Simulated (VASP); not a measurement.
# Ni (P6_3/mmc) in VASP: further runs, part 2 of 3

VASP 6.6.1.

## Step 4: Single point, RPBE (volume scaled by 0.92)

INCAR

```
SYSTEM = Ni
PREC = Accurate
ENCUT = 520
EDIFF = 1E-6
ISMEAR = -1
SIGMA = 0.1
LREAL = .False.
LASPH = .True.
NELM = 80
ALGO = Normal
ISIF = 2
LWAVE = .False.
LCHARG = .True.
GGA = RP
LELF = .True.
LVHAR = .True.
NBANDS = 17
```

KPOINTS

```
Automatic mesh
0
Gamma
  16 16 9
  0 0 0
```

POSCAR

```
Ni
1.0
    2.4379021709      0.0000000000      0.0000000000
   -1.2189510855      2.1112852120      0.0000000000
    0.0000000000      0.0000000000      4.0074300112
Ni
2
Direct
    0.3333333333      0.6666666667      0.2500000000
    0.6666666667      0.3333333333      0.7500000000
```

Potentials or basis: VASP PAW PBE potentials, release 64 (Ni).

Command:

```sh
$ cat potpaw_PBE.64/Ni/POTCAR > POTCAR
$ mpirun -np 1 vasp_std > vasp.out
```

OUTCAR:

```text
SYSTEM = Ni
   PREC = Accurate
   ENCUT = 520
   EDIFF = 1E-6
   ISMEAR = -1
   LREAL = .False.
   LASPH = .True.
   NELM = 80
   ISIF = 2
   GGA = RP

 ion  position               nearest neighbor table
   1  0.333  0.667  0.250-   2 2.45   2 2.45   2 2.45   2 2.45   2 2.45   2 2.45
   2  0.667  0.333  0.750-   1 2.45   1 2.45   1 2.45   1 2.45   1 2.45   1 2.45

  LATTYP: Found a hexagonal cell.
 ALAT       =     2.4379021709
 C/A-ratio  =     1.6438026345

  Lattice vectors:

 A1 = (   2.4379021709,   0.0000000000,   0.0000000000)
 A2 = (  -1.2189510855,   2.1112852120,   0.0000000000)
 A3 = (   0.0000000000,   0.0000000000,   4.0074300112)

Analysis of symmetry for initial positions (statically):
=====================================================================
 Subroutine PRICEL returns:
 Original cell was already a primitive cell.

 Routine SETGRP: Setting up the symmetry group for a
 hexagonal supercell.

 Subroutine GETGRP returns: Found 24 space group operations
 (whereof 12 operations were pure point group operations)
 out of a pool of 24 trial point group operations.

The static configuration has the point symmetry D_3d.
 The point group associated with its full space group is D_6h.

Analysis of symmetry for dynamics (positions and initial velocities):
=====================================================================
 Subroutine PRICEL returns:
 Original cell was already a primitive cell.

 Routine SETGRP: Setting up the symmetry group for a
 hexagonal supercell.

 Subroutine GETGRP returns: Found 24 space group operations
 (whereof 12 operations were pure point group operations)
 out of a pool of 24 trial point group operations.

The dynamic configuration has the point symmetry D_3d.
 The point group associated with its full space group is D_6h.

 Subroutine INISYM returns: Found 24 space group operations
 (whereof 12 operations are pure point group operations),
 and found     1 'primitive' translations

----------------------------------------------------------------------------------------

                                     Primitive cell

  volume of cell :      20.6267

  direct lattice vectors                    reciprocal lattice vectors
     2.437902171  0.000000000  0.000000000     0.410188732  0.236822575  0.000000000
    -1.218951086  2.111285212  0.000000000     0.000000000  0.473645150  0.000000000
     0.000000000  0.000000000  4.007430011     0.000000000  0.000000000  0.249536485

  length of vectors
     2.437902171  2.437902171  4.007430011     0.473645150  0.473645150  0.249536485

  position of ions in fractional coordinates (direct lattice)
     0.333333333  0.666666667  0.250000000
     0.666666667  0.333333333  0.750000000

  ion indices of the primitive-cell ions
   primitive index   ion index
                 1           1
                 2           2

----------------------------------------------------------------------------------------

 KPOINTS: Automatic mesh

Automatic generation of k-mesh.
 Grid dimensions read from file:
 generate k-points for:   16   16    9

 Generating k-lattice:

  Cartesian coordinates                     Fractional coordinates (reciprocal lattice)
     0.025636796  0.014801411  0.000000000     0.062500000 -0.000000000  0.000000000
     0.000000000  0.029602822  0.000000000     0.000000000  0.062500000  0.000000000
     0.000000000  0.000000000  0.027726276     0.000000000  0.000000000  0.111111111

  Length of vectors
     0.029602822  0.029602822  0.027726276

  Shift w.r.t. Gamma in fractional coordinates (k-lattice)
     0.000000000  0.000000000  0.000000000

 Subroutine IBZKPT returns following result:
 ===========================================

 Found    150 irreducible k-points:

 Following reciprocal coordinates:
            Coordinates               Weight
  0.000000  0.000000  0.000000      1.000000
  0.062500 -0.000000  0.000000      6.000000
  0.125000 -0.000000  0.000000      6.000000
  0.187500 -0.000000  0.000000      6.000000
  0.250000 -0.000000  0.000000      6.000000
  0.312500 -0.000000  0.000000      6.000000
[... 16 lines left out ...]
  0.187500  0.187500  0.000000      6.000000
  0.250000  0.187500  0.000000     12.000000
 [... further k-points ...]
   k-points           NKPTS =    150   k-points in BZ     NKDIM =    150   number of bands    NBANDS=     17
   number of dos      NEDOS =    301   number of ions     NIONS =      2
   total plane-waves  NPLWV =   9720
   dimension x,y,z NGX =    18 NGY =   18 NGZ =   30
   dimension x,y,z NGXF=    36 NGYF=   36 NGZF=   60
   ions per type =               2
   NGX,Y,Z   is equivalent  to a cutoff of  12.27, 12.27, 12.45 a.u.
   NGXF,Y,Z  is equivalent  to a cutoff of  24.55, 24.55, 24.89 a.u.
 SYSTEM =  Ni
   PREC   = accura    normal or accurate (medium, high low for compatibility)
   ISTART =      0    job   : 0-new  1-cont  2-samecut
   ICHARG =      2    charge: 1-file 2-atom 10-const
   ISPIN  =      1    spin polarized calculation?
   LNONCOLLINEAR =      F non collinear calculations
   LSORBIT =      F    spin-orbit coupling
   LASPH  =      T    aspherical Exc in radial PAW
   ENCUT  =  520.0 eV  38.22 Ry    6.18 a.u.   4.53  4.53  7.45*2*pi/ulx,y,z
   NELM   =     80;   NELMIN=  2; NELMDL= -5     # of ELM steps
   EDIFF  = 0.1E-05   stopping-criterion for ELM
   LREAL  =      F    real-space projection
   EDIFFG = 0.1E-04   stopping-criterion for IOM
   NSW    =      0    number of steps for IOM
   IBRION =     -1    ionic relax: 0-MD 1-quasi-New 2-CG
   NFREE  =      0    steps in history (QN), initial steepest desc. (CG)
   ISIF   =      2    stress and relaxation
   ISYM   =      2    0-nonsym 1-usesym 2-fastsym
   POTIM  = 0.5000    time-step for ionic-motion
   TEBEG  =    0.0;   TEEND  =   0.0 temperature during run
   PSTRESS=    0.0 pullay stress
   NELECT =      20.0000    total number of electrons
   NUPDOWN=      -1.0000    fix difference up-down
   EMIN   =  10.00;   EMAX   =-10.00  energy-range for DOS
   EFERMI =   0.00;   METHOD = LEGACY
   ISMEAR =    -1;   SIGMA  =   0.10  broadening in eV -4-tet -1-fermi 0-gaus
   EFERMI_NEDOS =   21; number of points for ismear=-14 and -15
   IALGO  =     38    algorithm
   IMIX   =      4    mixing-type and parameters
     AMIX     =   0.40;   BMIX     =  1.00
     AMIX_MAG =   1.60;   BMIX_MAG =  1.00
  volume/ion in A,a.u.               =      10.31        69.60
  Fermi-wavevector in a.u.,A,eV,Ry     =   1.620349  3.062015 35.722498  2.625530
  Thomas-Fermi vector in A             =   2.714302
   LORBIT       =      0    0 simple, 1 ext, 2 COOP (PROOUT), +10 PAW based schemes
   GGA     = RP    functional components
   LHFCALC =     F    Hartree Fock is set to
   AEXX    =    0.0000 exact exchange contribution
   IVDW    =     0    specifies the selected vdW correction
   LEPSILON=     F    determine dielectric tensor
   LRPA    =     F    only Hartree local field effects (RPA)
 non-spin polarized calculation
  energy-cutoff  :      520.00
  volume of cell :       20.63
 maximum number of plane-waves:       570
   NGX =  9   NGY =  9   NGZ = 15

 number of electron      19.9999980 magnetization

 Free energy of the ion-electron system (eV)
  ---------------------------------------------------
  ext. energy  EPLUGINS =         0.00000000
  ---------------------------------------------------
  free energy    TOTEN  =        -9.74988579 eV

  energy without entropy =       -9.56595583  energy(sigma->0) =       -9.65792081

 E-fermi :  10.1584     XC(G=0): -13.4498

 val. band max:       10.1562724167   @ k =   0.5000  -0.0000   0.1111
 cond. band min:      10.1592133395   @ k =   0.5000  -0.0000   0.2222
 fundamental gap:      0.0029409228
 Fermi energy:        10.1583578105

 k-point     1 :       0.0000    0.0000    0.0000
  band No.  band energies     occupation
      1       0.9022      2.00000
      2       5.3995      2.00000
      3       8.1103      2.00000
      4       8.1994      2.00000
      5       8.1994      2.00000
      6       8.4970      2.00000
[... 9 lines left out ...]
     16      35.8936      0.00000
     17      36.2449      0.00000

 k-point     2 :       0.0625   -0.0000    0.0000
  band No.  band energies     occupation
      1       1.0444      2.00000
      2       5.4908      2.00000
      3       7.9999      2.00000
      4       8.2641      2.00000
      5       8.2899      2.00000
      6       8.4623      2.00000
[... 9 lines left out ...]
     16      34.3153      0.00000
     17      36.3018      0.00000
[... 421 lines left out ...]
 k-point    24 :       0.2500    0.1875    0.0000
  band No.  band energies     occupation
      1       5.1921      2.00000
      2       6.5652      2.00000
      3       6.6704      2.00000
      4       6.9872      2.00000
      5       7.9292      2.00000
      6       8.3504      2.00000
[... 9 lines left out ...]
     16      27.9142      0.00000
     17      29.5671      0.00000

 [... further k-points ...]
[... 5 lines left out ...]
  --------------------------------------------------------------------------------------
  -------------------------------------------------------------------------------------
  Total        2.3912747      2.3912747      2.3853136     -0.0000000      0.0000000      0.0000000
  in kB      185.7423419    185.7423419    185.2793196     -0.0000000      0.0000000      0.0000000
  external PRESSURE =     185.5880012 kB  Pullay stress =       0.0000000 kB

 VOLUME and BASIS-vectors are now :
 -----------------------------------------------------------------------------
  energy-cutoff  :      520.00
  volume of cell :       20.63
      direct lattice vectors                 reciprocal lattice vectors
     2.437902171  0.000000000  0.000000000     0.410188732  0.236822575  0.000000000
    -1.218951086  2.111285212  0.000000000     0.000000000  0.473645150  0.000000000
     0.000000000  0.000000000  4.007430011     0.000000000  0.000000000  0.249536485

 POSITION                                       TOTAL-FORCE (eV/Angst)
 -----------------------------------------------------------------------------------
     -0.00000      1.40752      1.00186         0.000000     -0.000000      0.000000
      1.21895      0.70376      3.00557        -0.000000      0.000000      0.000000
 -----------------------------------------------------------------------------------
    total drift:                               -0.000000      0.000000     -0.000000

  FREE ENERGIE OF THE ION-ELECTRON SYSTEM (eV)
  ---------------------------------------------------
  free  energy   TOTEN  =        -9.7498857913 eV

  energy  without entropy=       -9.5659558290  energy(sigma->0) =       -9.65792081
```

stdout:

```text
POSCAR found type information on POSCAR Ni
 POSCAR found :  1 types and       2 ions
 scaLAPACK will be used
 -----------------------------------------------------------------------------
|                                                                             |
|                                                                             |
|     You enforced a specific xc type in the INCAR file but a different       |
|     I HOPE YOU KNOW WHAT YOU ARE DOING!                                     |
|                                                                             |
 -----------------------------------------------------------------------------

 LDA part: xc-table for (Slater+PW92), standard interpolation
 POSCAR, INCAR and KPOINTS ok, starting setup
 FFT: planning ... GRIDC
 FFT: planning ... GRID_SOFT
 FFT: planning ... GRID
 WAVECAR not read
 entering main loop
```

It took 20 s on 1 thread of AMD EPYC 9R45 (Zen 5), shared host; peak memory 0.13 GiB.

Results:

```yaml
Free_energy: -9.7499 eV
Pressure: 18.6 GPa
Band_gap_on_the_k_mesh: zero (band 10 reaches 10.26 eV, above the bottom of band 11 at 9.73 eV)
```

Caveat: the PAW data sets were made with another functional, which shifts forces and pressure a little; the run has no spin polarisation, though such a crystal can be magnetic.

[end of part 2 of 3]
